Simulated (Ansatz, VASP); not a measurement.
# Zn3Se2S: VASP beside Ansatz

```
CELL_PARAMETERS angstrom
3.98002 0.00000 0.00000
-1.99001 3.44679 0.00000
0.00000 0.00000 19.60886
ATOMIC_POSITIONS crystal
Zn 0.33333 0.66667 0.99705
Zn 0.33333 0.66667 0.34000
Zn 0.33333 0.66667 0.66852
Zn 0.66667 0.33333 0.16852
Zn 0.66667 0.33333 0.49705
Zn 0.66667 0.33333 0.84000
Se 0.33333 0.66667 0.12401
Se 0.33333 0.66667 0.79503
Se 0.66667 0.33333 0.29503
Se 0.66667 0.33333 0.62401
S 0.33333 0.66667 0.46039
S 0.66667 0.33333 0.96039
```

Alike in both runs: functional PBE; k mesh 12 × 12 × 2; occupations gaussian, width 0.02 eV; no spin polarisation.

Ansatz relaxed the structure, and its values are those at the end. VASP's run is a single point on that final structure, the one shown.

```csv
,VASP,Ansatz
version,VASP 6.6.1,Ansatz 0.2.0
potentials or method,"VASP PAW PBE potentials, release 64 (Zn, Se, S), cutoff 520 eV","scalar-relativistic, plane waves, PAW"
valence electrons in the cell,108,148
```

|  | VASP | Ansatz | Ansatz less VASP |
| --- | --- | --- | --- |
| gap on the k mesh at the Fermi level (eV) | 1.30 | 1.30 | +0.001 |
| least direct gap on the mesh (eV) | 1.30 | 1.30 | +0.001 |
| pressure (GPa) | 0.2 | 0.0 | -0.22 |

VASP's potentials hold 108 valence electrons a cell and Ansatz's 148, so a difference there can come from the potentials and not from the codes.
